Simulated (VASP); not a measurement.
Crystal: AlB2As3.

```xyz
6
Lattice="-1.8221 1.8221 7.7306 1.8221 -1.8221 7.7306 1.8221 1.8221 -7.7306" Properties=species:S:1:pos:R:3 pbc="T T T"
Al    0.0000    0.0000    7.7306
B     0.0000    0.0000   12.8843
B     0.0000    0.0000    2.5769
As    0.0000    1.8221    1.2884
As    1.8221    0.0000    3.8653
As    0.0000    1.8221    6.4422
```

```yaml
Program: VASP 6.6.1
Task: relaxation of cell and atoms
Functional: PBE
Potentials_or_basis: VASP PAW PBE potentials, release 64 (Al, B, As)
Cutoff: 600 eV
k_mesh: 6 × 6 × 6
Occupations: gaussian, width 0.1 eV
Spin: no spin polarisation
```

At the start: pressure 3.1 GPa; volume 17.11 Å³/atom.

Problem. How do energy, volume and symmetry change on relaxing?

Solution. Over 8 steps the energy falls by 207.0 meV/atom and the volume is 16.93 Å³/atom (-1.0 %); space group I-4m2 (No. 119, to 0.05 Å).

The path:
| step | energy change (eV) | largest force (eV/Å) | pressure (GPa) | volume (Å³) |
| --- | --- | --- | --- | --- |
| 1 | 0.0000 | 4.2155 | 3.15 | 102.67 |
| 2 | -0.9028 | 1.2162 | -4.53 | 107.74 |
| 3 | -0.9037 | 1.2458 | -4.69 | 107.90 |
| 4 | -1.1760 | 0.8751 | 0.62 | 101.03 |
| 5 | -1.1842 | 0.7826 | 1.91 | 99.72 |
| 6 | -1.2411 | 0.1128 | 0.25 | 101.15 |
| 7 | -1.2415 | 0.0447 | 0.37 | 101.04 |
| 8 | -1.2420 | 0.0216 | -0.21 | 101.60 |

Final structure:
```
Al B As
1.0
    -1.79430    1.79430    7.88918
     1.79430   -1.79430    7.88918
     1.79430    1.79430   -7.88918
Al B As
1 2 3
Direct
  0.50000 0.50000 0.00000
  0.82437 0.82437 0.00000
  0.17563 0.17563 0.00000
  0.60185 0.10185 0.50000
  0.25000 0.75000 0.50000
  0.89815 0.39815 0.50000
```
